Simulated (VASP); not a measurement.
A run of VASP 6.6.1 is set up as follows.

Contents of INCAR:

```
PREC     = Accurate       # precision mode
ENCUT    = 600            # plane-wave cutoff, eV
EDIFF    = 1E-7           # SCF threshold, eV
ISMEAR   = -1             # smearing method
SIGMA    = 0.02           # smearing width, eV
LREAL    = F              # projectors in reciprocal space
LASPH    = T              # aspherical terms in the spheres
NELM     = 60             # most SCF steps
ALGO     = Normal         # electronic algorithm
ISIF     = 3              # what is computed and relaxed
LWAVE    = F              # write WAVECAR
LCHARG   = F              # write CHGCAR
GGA      = PE             # functional
IBRION   = 2              # ionic algorithm
NSW      = 60             # ionic steps
EDIFFG   = -0.03          # ionic threshold
PSTRESS  = 200.0
```

Contents of KPOINTS:

```
regular mesh
0
Gamma
  8 8 8
```

The input POSCAR:

```
I
1.0
    3.3000000000      0.0000000000      0.0000000000
    0.0000000000      3.3000000000      0.0000000000
    0.0000000000      0.0000000000      3.3000000000
I
1
Direct
    0.0000000000      0.0000000000      0.0000000000
```

Potentials or basis: VASP PAW PBE potentials, release 64 (I).

The run is started by

```sh
$ cat potpaw_PBE.64/I/POTCAR > POTCAR
$ mpirun -np 1 vasp_std > vasp.out
```

Question: What does it give for the space group after relaxing (to 0.1 Å)?

Answer: Pm-3m (No. 221).

Question: What does it give for the relaxed volume?

Answer: 29.22 Å³/atom.

Step by step:
| step | energy change (eV) | largest force (eV/Å) | pressure (GPa) | volume (Å³) |
| --- | --- | --- | --- | --- |
| 1 | 0.0000 | 0.0000 | 4.74 | 35.94 |
| 2 | 2.7931 | 0.0000 | 79.73 | 20.91 |
| 3 | 0.3583 | 0.0000 | 16.87 | 30.13 |
| 4 | 0.4396 | 0.0000 | 19.32 | 29.41 |
| 5 | 0.4628 | 0.0000 | 20.01 | 29.22 |

Caveat: the cell is relaxed towards a set pressure, so the run minimises the enthalpy, not the energy; the volume moved by over 15 % at a fixed basis, so the end points are rough; an odd number of electrons without spin polarisation forces a metal; a magnetic or distorted state may lie lower.
